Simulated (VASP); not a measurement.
Write the native input for VASP 6.6.1 that does the following.

```
Task                   : single point
Functional             : PBEsol
Potentials or basis    : VASP PAW PBE potentials, release 64 (Ca_sv)
Cutoff                 : 520 eV
k mesh                 : 14 × 14 × 14
Occupations            : gaussian, width 0.15 eV
Spin                   : no spin polarisation
Dipole correction      : no
Further INCAR settings : ALGO = Normal; EDIFF = 1e-06; NBANDS = 11
```

The structure of Ca lies in POSCAR:

```
Ca
1.0
    0.0000000000      2.7103740000      2.7942000000
    2.7103740000      0.0000000000      2.7942000000
    2.7103740000      2.7103740000      0.0000000000
Ca
1
Direct
    0.0000000000      0.0000000000      0.0000000000
```

This cell differs from its parent crystal: strain -0.030 along x and y, +0.000 along z.

One way to write it, as run:

INCAR

```
PREC = Accurate
ENCUT = 520
EDIFF = 1E-6
ISMEAR = 0
SIGMA = 0.15
LREAL = False
LASPH = True
NELM = 80
ALGO = Normal
ISIF = 2
LWAVE = False
LCHARG = True
GGA = PS
LELF = True
LVHAR = True
NBANDS = 11
```

KPOINTS

```
regular mesh
0
Gamma
  14 14 14
```

Potentials or basis: VASP PAW PBE potentials, release 64 (Ca_sv).

Launch:

```sh
$ cat potpaw_PBE.64/Ca_sv/POTCAR > POTCAR
$ mpirun -np 1 vasp_std > vasp.out
```

Results of the run:

| Quantity | Value |
| --- | --- |
| Pressure | -0.2 GPa |
| Band gap on the k mesh | zero (band 5 reaches 2.15 eV, above the bottom of band 6 at 1.87 eV) |

Caveat: the cell differs from its parent crystal (strain -0.030 along x and y, +0.000 along z); the PAW data sets were made with another functional, which shifts forces and pressure a little.

Run time: 55 s on 1 thread of Intel(R) Xeon(R) 6975P-C (Granite Rapids) (shared host), peak memory 0.25 GiB.
